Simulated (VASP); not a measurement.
# In (Pm-3m) in VASP: notebook

In is run at these levels: LDA; tasks: single point, relaxation of cell and atoms.

All numbers are computed with VASP 6.6.1; they aren't measurements. Logs are shortened: lines on timing, memory, paths and dates and some standing lists are left out, and cuts for length are marked.

### Step 1. The cell of the first run

It takes space group Pm-3m (No. 221, cubic). The conventional cell has a = 2.202 Å, b = 2.202 Å, c = 2.202 Å, α = 90.00°, β = 90.00°, γ = 90.00°. Within 2.9 Å of In (site symmetry m-3m) lie 6 In at 2.20 Å.

### Step 2. Single point, LDA

File INCAR:

```
PREC = Accurate ; ENCUT = 520
EDIFF = 1E-7 ; ISMEAR = -1
SIGMA = 0.08 ; LREAL = F
LASPH = T ; NELM = 100
ALGO = Normal ; ISIF = 2
LWAVE = F ; LCHARG = F
GGA = CA ; NBANDS = 12
```

File KPOINTS:

```
regular mesh
0
Gamma
  17 17 17
```

File POSCAR:

```
In
1.0
    2.2022821342      0.0000000000      0.0000000000
    0.0000000000      2.2022821342      0.0000000000
    0.0000000000      0.0000000000      2.2022821342
In
1
Direct
    0.0000000000      0.0000000000      0.0000000000
```

Potentials or basis: VASP PAW LDA potentials, release 64 (In_d).

Command:

```bash
> cat potpaw_LDA.64/In_d/POTCAR > POTCAR
> mpirun -np 1 vasp_std > vasp.out
```

OUTCAR:

```text
PREC = Accurate
   ENCUT = 520
   EDIFF = 1E-7
   ISMEAR = -1
   LREAL = F
   LASPH = T
   NELM = 100
   ISIF = 2
   GGA = CA

 ion  position               nearest neighbor table
   1  0.000  0.000  0.000-

  LATTYP: Found a simple cubic cell.
 ALAT       =     2.2022821342

  Lattice vectors:

 A1 = (   2.2022821342,   0.0000000000,   0.0000000000)
 A2 = (   0.0000000000,   2.2022821342,   0.0000000000)
 A3 = (   0.0000000000,   0.0000000000,   2.2022821342)

Analysis of symmetry for initial positions (statically):
=====================================================================
 Subroutine PRICEL returns:
 Original cell was already a primitive cell.

 Routine SETGRP: Setting up the symmetry group for a
 simple cubic supercell.

 Subroutine GETGRP returns: Found 48 space group operations
 (whereof 48 operations were pure point group operations)
 out of a pool of 48 trial point group operations.

The static configuration has the point symmetry O_h .

Analysis of symmetry for dynamics (positions and initial velocities):
=====================================================================
 Subroutine PRICEL returns:
 Original cell was already a primitive cell.

 Routine SETGRP: Setting up the symmetry group for a
 simple cubic supercell.

 Subroutine GETGRP returns: Found 48 space group operations
 (whereof 48 operations were pure point group operations)
 out of a pool of 48 trial point group operations.

The dynamic configuration has the point symmetry O_h .

 Subroutine INISYM returns: Found 48 space group operations
 (whereof 48 operations are pure point group operations),
 and found     1 'primitive' translations

----------------------------------------------------------------------------------------

                                     Primitive cell

  volume of cell :      10.6812

  direct lattice vectors                    reciprocal lattice vectors
     2.202282134  0.000000000  0.000000000     0.454074428  0.000000000  0.000000000
     0.000000000  2.202282134  0.000000000     0.000000000  0.454074428  0.000000000
     0.000000000  0.000000000  2.202282134     0.000000000  0.000000000  0.454074428

  length of vectors
     2.202282134  2.202282134  2.202282134     0.454074428  0.454074428  0.454074428

  position of ions in fractional coordinates (direct lattice)
     0.000000000  0.000000000  0.000000000

  ion indices of the primitive-cell ions
   primitive index   ion index
                 1           1

----------------------------------------------------------------------------------------

 KPOINTS: regular mesh

Automatic generation of k-mesh.
 Grid dimensions read from file:
 generate k-points for:   17   17   17

 Generating k-lattice:

  Cartesian coordinates                     Fractional coordinates (reciprocal lattice)
     0.026710260  0.000000000  0.000000000     0.058823529  0.000000000  0.000000000
     0.000000000  0.026710260  0.000000000     0.000000000  0.058823529  0.000000000
     0.000000000  0.000000000  0.026710260     0.000000000  0.000000000  0.058823529

  Length of vectors
     0.026710260  0.026710260  0.026710260

  Shift w.r.t. Gamma in fractional coordinates (k-lattice)
     0.000000000  0.000000000  0.000000000

 Subroutine IBZKPT returns following result:
 ===========================================

 Found    165 irreducible k-points:

 Following reciprocal coordinates:
            Coordinates               Weight
  0.000000  0.000000  0.000000      1.000000
  0.058824  0.000000  0.000000      6.000000
  0.117647  0.000000  0.000000      6.000000
  0.176471  0.000000  0.000000      6.000000
  0.235294  0.000000  0.000000      6.000000
  0.294118  0.000000  0.000000      6.000000
[... 16 lines left out ...]
  0.411765  0.117647  0.000000     24.000000
  0.470588  0.117647  0.000000     24.000000
 [... further k-points ...]
   k-points           NKPTS =    165   k-points in BZ     NKDIM =    165   number of bands    NBANDS=     12
   number of dos      NEDOS =    301   number of ions     NIONS =      1
   total plane-waves  NPLWV =   4096
   dimension x,y,z NGX =    16 NGY =   16 NGZ =   16
   dimension x,y,z NGXF=    32 NGYF=   32 NGZF=   32
   ions per type =               1
   NGX,Y,Z   is equivalent  to a cutoff of  12.08, 12.08, 12.08 a.u.
   NGXF,Y,Z  is equivalent  to a cutoff of  24.16, 24.16, 24.16 a.u.
 SYSTEM =  unknown system
   PREC   = accura    normal or accurate (medium, high low for compatibility)
   ISTART =      0    job   : 0-new  1-cont  2-samecut
   ICHARG =      2    charge: 1-file 2-atom 10-const
   ISPIN  =      1    spin polarized calculation?
   LNONCOLLINEAR =      F non collinear calculations
   LSORBIT =      F    spin-orbit coupling
   LASPH  =      T    aspherical Exc in radial PAW
   ENCUT  =  520.0 eV  38.22 Ry    6.18 a.u.   4.09  4.09  4.09*2*pi/ulx,y,z
   NELM   =    100;   NELMIN=  2; NELMDL= -5     # of ELM steps
   EDIFF  = 0.1E-06   stopping-criterion for ELM
[... 61 lines left out ...]
      7      35.6569      0.00000
      8      35.6569      0.00000
      9      35.6569      0.00000
     10      43.6847      0.00000
     11      43.6847      0.00000
     12      46.1560      0.00000

 k-point     2 :       0.0588    0.0000    0.0000
  band No.  band energies     occupation
      1       2.3823      2.00000
      2       2.4700      2.00000
      3       5.1871      2.00000
      4       8.2463      2.00000
      5       8.2463      2.00000
      6       8.3259      2.00000
      7      34.6485      0.00000
      8      35.8566      0.00000
      9      35.8566      0.00000
     10      43.2801      0.00000
     11      44.1347      0.00000
     12      46.8176      0.00000

 k-point     3 :       0.1176    0.0000    0.0000
  band No.  band energies     occupation
      1       2.4330      2.00000
      2       2.7558      2.00000
      3       5.6020      2.00000
      4       8.0392      2.00000
      5       8.0392      2.00000
      6       8.3430      2.00000
      7      32.4633      0.00000
      8      36.4370      0.00000
      9      36.4370      0.00000
     10      42.2734      0.00000
     11      44.4271      0.00000
     12      48.9704      0.00000

 k-point     4 :       0.1765    0.0000    0.0000
  band No.  band energies     occupation
      1       2.5107      2.00000
      2       3.1451      2.00000
      3       6.3424      2.00000
      4       7.7353      2.00000
      5       7.7353      2.00000
      6       8.3691      2.00000
      7      29.9546      0.00000
      8      37.3463      0.00000
      9      37.3463      0.00000
     10      41.0151      0.00000
     11      44.2834      0.00000
     12      51.7828      0.00000

 k-point     5 :       0.2353    0.0000    0.0000
  band No.  band energies     occupation
      1       2.6057      2.00000
      2       3.5564      2.00000
      3       7.3836      2.00000
      4       7.3836      2.00000
      5       7.4326      2.00000
      6       8.4007      2.00000
      7      27.4157      0.00000
      8      38.5104      0.00000
      9      38.5104      0.00000
     10      39.7495      0.00000
     11      43.8342      0.00000
     12      52.2536      0.00000
[... 228 lines left out ...]
      1       2.9847      2.00000
      2       4.3111      2.00000
      3       6.3171      2.00000
      4       7.0700      2.00000
      5       8.1710      2.00000
      6       9.5994      2.00000
      7      25.4318      0.00000
      8      35.3832      0.00000
      9      39.8208      0.00000
     10      40.6637      0.00000
     11      45.3661      0.00000
     12      50.3631      0.00000

 k-point    22 :       0.3529    0.1176    0.0000
  band No.  band energies     occupation
      1       3.0815      2.00000
      2       4.6580      2.00000
      3       6.0511      2.00000
      4       6.7714      2.00000
      5       8.2042      2.00000
      6      11.2026      2.00000
      7      23.0226      2.00000
      8      36.0490      0.00000
      9      39.3659      0.00000
     10      42.0943      0.00000
     11      43.8832      0.00000
     12      50.6043      0.00000

 k-point    23 :       0.4118    0.1176    0.0000
  band No.  band energies     occupation
      1       3.1551      2.00000
      2       4.9111      2.00000
      3       5.8339      2.00000
      4       6.5533      2.00000
      5       8.2294      2.00000
      6      12.9827      2.00000
      7      20.7728      2.00000
      8      36.3714      0.00000
      9      39.4673      0.00000
     10      42.4343      0.00000
     11      43.4737      0.00000
     12      50.1660      0.00000

 k-point    24 :       0.4706    0.1176    0.0000
  band No.  band energies     occupation
      1       3.1950      2.00000
      2       5.0494      2.00000
      3       5.7106      2.00000
      4       6.4384      2.00000
      5       8.2429      2.00000
      6      14.5529      2.00000
      7      18.9885      2.00000
      8      36.4265      0.00000
      9      40.0279      0.00000
     10      41.2668      0.00000
     11      44.4911      0.00000
     12      49.1811      0.00000

 [... further k-points ...]

------------------------ aborting loop because EDIFF is reached ----------------------------------------

  FORCE on cell =-STRESS in cart. coord.  units (eV):
  Direction    XX          YY          ZZ          XY          YZ          ZX
  --------------------------------------------------------------------------------------
  -------------------------------------------------------------------------------------
  Total       27.7725017     27.7725017     27.7725017      0.0000000      0.0000000     -0.0000000
  in kB     4165.8796286   4165.8796286   4165.8796286      0.0000000      0.0000000     -0.0000000
  external PRESSURE =    4165.8796286 kB  Pullay stress =       0.0000000 kB

 VOLUME and BASIS-vectors are now :
 -----------------------------------------------------------------------------
  energy-cutoff  :      520.00
  volume of cell :       10.68
      direct lattice vectors                 reciprocal lattice vectors
     2.202282134  0.000000000  0.000000000     0.454074428  0.000000000  0.000000000
     0.000000000  2.202282134  0.000000000     0.000000000  0.454074428  0.000000000
     0.000000000  0.000000000  2.202282134     0.000000000  0.000000000  0.454074428

 POSITION                                       TOTAL-FORCE (eV/Angst)
 -----------------------------------------------------------------------------------
      0.00000      0.00000      0.00000         0.000000      0.000000      0.000000
 -----------------------------------------------------------------------------------
    total drift:                               -0.000000     -0.000000     -0.000000

  FREE ENERGIE OF THE ION-ELECTRON SYSTEM (eV)
  ---------------------------------------------------
  free  energy   TOTEN  =         5.1282207261 eV

  energy  without entropy=        5.1330686849  energy(sigma->0) =        5.13064471
```

Run time: 3.9 s. Hardware: 1 thread of Intel Xeon 6975P-C (Granite Rapids), shared host; peak memory 0.12 GiB.

What came out:

| Property | Result |
| --- | --- |
| Free energy | 5.1282 eV |
| Pressure | 416.6 GPa |

Caveat: spin-orbit coupling is left out, which moves the levels of the heavy elements.

### Step 3. Single point, LDA

File INCAR:

```
PREC     = Accurate       # precision mode
ENCUT    = 520            # plane-wave cutoff, eV
EDIFF    = 1E-7           # SCF threshold, eV
ISMEAR   = -1             # smearing method
SIGMA    = 0.08           # smearing width, eV
LREAL    = False          # projectors in reciprocal space
LASPH    = True           # aspherical terms in the spheres
NELM     = 100            # most SCF steps
ALGO     = Normal         # electronic algorithm
ISIF     = 2              # what is computed and relaxed
LWAVE    = False          # write WAVECAR
LCHARG   = False          # write CHGCAR
GGA      = CA             # functional
NBANDS   = 12             # bands
```

File KPOINTS:

```
Automatic mesh
0
Gamma
  17 17 17
```

File POSCAR:

```
In
1.0
    2.2028653582      0.0000000000      0.0000000000
    0.0000000000      2.2028653582      0.0000000000
    0.0000000000      0.0000000000      2.2028653582
In
1
Direct
    0.0000000000      0.0000000000      0.0000000000
```

Potentials or basis: VASP PAW LDA potentials, release 64 (In_d).

Command:

```bash
> cat potpaw_LDA.64/In_d/POTCAR > POTCAR
> mpirun -np 1 vasp_std > vasp.out
```

Run time: 3.9 s. Hardware: 1 thread of Intel Xeon 6975P-C (Granite Rapids), shared host; peak memory 0.12 GiB.

It converged, with:

```
Free energy : 5.1062 eV
Pressure    : 415.4 GPa
```

Levels at points of the mesh, in eV from the Fermi level:
```tsv
k point	band 4	band 5	band 6	band 7	band 8	band 9
(0.00, 0.00, 0.00)	-16.05	-16.05	-16.05	11.28	11.28	11.28
```

Caveat: spin-orbit coupling is left out, which moves the levels of the heavy elements.

### Step 4. Relaxation of cell and atoms, LDA, target pressure 410 GPa, at which the enthalpy is minimised

This run uses another cell than the first one, of 10.38 Å³/atom, 0.972 times its volume.

File INCAR:

```
SYSTEM = In
  ALGO = Normal
  EDIFF = 1E-6
  EDIFFG = -0.005
  ENCUT = 600
  IBRION = 2
  ISIF = 3
  ISMEAR = -1
  LASPH = .True.
  LCHARG = .False.
  LREAL = .False.
  LWAVE = .False.
  NELM = 60
  NSW = 60
  PREC = Accurate
  PSTRESS = 4100.0
  SIGMA = 0.08
```

File KPOINTS:

```
k-points
0
Gamma
  17 17 17
  0 0 0
```

File POSCAR:

```
In
1.0
    2.1812319601      0.0000000000      0.0000000000
    0.0000000000      2.1812319601      0.0000000000
    0.0000000000      0.0000000000      2.1812319601
In
1
Direct
    0.0000000000      0.0000000000      0.0000000000
```

Command:

```bash
> cat potpaw_LDA.64/In_d/POTCAR > POTCAR
> mpirun -np 1 vasp_std > vasp.out
```

It took 30 s on 1 thread of Intel Xeon 6975P-C (Granite Rapids), shared host; peak memory 0.13 GiB.

The run converged. Its results:

```
Free energy                                            : 5.0068 eV
Relaxed volume                                         : 10.73 Å³/atom
Relaxed cell                                           : a = 2.206 Å, b = 2.206 Å, c = 2.206 Å, α = 90.00°, β = 90.00°, γ = 90.00°
Space group after relaxing (to 0.05 Å)                 : Pm-3m (No. 221)
Energy change on relaxing (the enthalpy is what falls) : -951.8 meV/atom
Ionic steps                                            : 12
Pressure after relaxing                                : 410.0 GPa
```

The path:
| step | energy change (eV) | largest force (eV/Å) | pressure (GPa) | volume (Å³) |
| --- | --- | --- | --- | --- |
| 1 | 0.0000 | 0.0000 | 462.10 | 10.38 |
| 2 | -7.6741 | 0.0000 | 74.91 | 16.32 |
| 3 | -1.2299 | 0.0000 | 395.16 | 10.84 |
| 4 | -0.9617 | 0.0000 | 409.44 | 10.73 |
| 5 | -0.9434 | 0.0000 | 410.53 | 10.72 |
| 6 | -0.9446 | 0.0000 | 410.41 | 10.73 |
| 7 | -0.9483 | 0.0000 | 410.15 | 10.73 |
| 8 | -0.9484 | 0.0000 | 410.17 | 10.73 |
| 9 | -0.9486 | 0.0000 | 410.18 | 10.73 |
| 10 | -0.9491 | 0.0000 | 410.15 | 10.73 |
| 11 | -0.9500 | 0.0000 | 410.12 | 10.73 |
| 12 | -0.9518 | 0.0000 | 410.04 | 10.73 |

Final structure:
```xyz
1
Lattice="2.2055 0.0000 0.0000 0.0000 2.2055 0.0000 0.0000 0.0000 2.2055" Properties=species:S:1:pos:R:3 pbc="T T T"
In    0.0000    0.0000    0.0000
```

Levels at points of the mesh, in eV from the Fermi level:
```
           k point  band 3  band 4  band 5  band 6  band 7  band 8  band 9  band 10
(0.00, 0.00, 0.00)  -19.24  -16.03  -16.03  -16.03   11.28   11.28   11.28    19.27
```

Caveat: the cell is relaxed towards a set pressure, so the enthalpy falls and the energy may rise; spin-orbit coupling is left out, which moves the levels of the heavy elements.

### Step 5. Relaxation of cell and atoms, LDA, target pressure 410 GPa, at which the enthalpy is minimised

File INCAR:

```
PREC = Accurate ; ENCUT = 600
EDIFF = 1E-6 ; ISMEAR = -1
SIGMA = 0.08 ; LREAL = False
LASPH = True ; NELM = 60
ALGO = Normal ; ISIF = 3
LWAVE = False ; LCHARG = False
IBRION = 2 ; NSW = 32
EDIFFG = -0.005 ; PSTRESS = 4100.0
```

File KPOINTS:

```
Automatic mesh
0
Gamma
  17 17 17
```

File POSCAR:

```
In
1.0
    2.2022821342      0.0000000000      0.0000000000
    0.0000000000      2.2022821342      0.0000000000
    0.0000000000      0.0000000000      2.2022821342
In
1
Direct
    0.0000000000      0.0000000000      0.0000000000
```

Command:

```bash
> cat potpaw_LDA.64/In_d/POTCAR > POTCAR
> mpirun -np 1 vasp_std > vasp.out
```

Run time: 18 s. Hardware: 1 thread of Intel Xeon 6975P-C (Granite Rapids), shared host; peak memory 0.14 GiB.

It converged, with:

```yaml
Free_energy: 5.0047 eV
Relaxed_volume: 10.73 Å³/atom
Relaxed_cell: a = 2.206 Å, b = 2.206 Å, c = 2.206 Å, α = 90.00°, β = 90.00°, γ = 90.00°
Space_group_after_relaxing_to_0.05_Å: Pm-3m (No. 221)
Energy_change_on_relaxing_the_enthalpy_is_what_falls: -122.9 meV/atom
Ionic_steps: 5
Pressure_after_relaxing: 410.0 GPa
```

Step by step:
```tsv
step	energy change (eV)	largest force (eV/Å)	pressure (GPa)	volume (Å³)
1	0.0000	0.0000	416.71	10.68
2	-1.6365	0.0000	329.63	11.39
3	-0.1274	0.0000	409.61	10.73
4	-0.1205	0.0000	410.08	10.73
5	-0.1229	0.0000	409.98	10.73
```

Final structure:
```cif
data_structure
_symmetry_space_group_name_H-M 'P 1'
_symmetry_Int_Tables_number 1
_cell_length_a 2.2056
_cell_length_b 2.2056
_cell_length_c 2.2056
_cell_angle_alpha 90.000
_cell_angle_beta 90.000
_cell_angle_gamma 90.000
_cell_volume 10.73
loop_
_atom_site_label
_atom_site_type_symbol
_atom_site_fract_x
_atom_site_fract_y
_atom_site_fract_z
_atom_site_occupancy
In1 In 0.00000 0.00000 0.00000 1
```

Levels at points of the mesh, in eV from the Fermi level:
| k point | band 3 | band 4 | band 5 | band 6 | band 7 | band 8 | band 9 | band 10 |
| --- | --- | --- | --- | --- | --- | --- | --- | --- |
| (0.00, 0.00, 0.00) | -19.24 | -16.03 | -16.03 | -16.03 | 11.28 | 11.28 | 11.28 | 19.27 |

Caveat: the cell is relaxed towards a set pressure, so the enthalpy falls and the energy may rise; spin-orbit coupling is left out, which moves the levels of the heavy elements.

### Step 6. Overview

| task | cell | cutoff (eV) | gap on the mesh (eV) | pressure (GPa) |
| --- | --- | --- | --- | --- |
| single point | a = 2.202 Å, 1 atom | 520 | none | 416.6 |
| single point | a = 2.203 Å, 1 atom | 520 | none | 415.4 |
| relaxation of cell and atoms | relaxed to 410 GPa from a = 2.181 Å, 1 atom | 600 | none | 410.0 |
| relaxation of cell and atoms | relaxed to 410 GPa from a = 2.202 Å, 1 atom | 600 | none | 410.0 |

Alike in all rows: level LDA; potentials or basis VASP PAW LDA potentials, release 64 (In_d); no spin polarisation; k mesh 17 × 17 × 17; smearing fermi-dirac 0.08 eV.

Caveats: spin-orbit coupling is left out, which moves the levels of the heavy elements; the cell is relaxed towards a set pressure, so the enthalpy falls and the energy may rise (some runs).

Absolute energies hang on the potentials; compare differences alone.
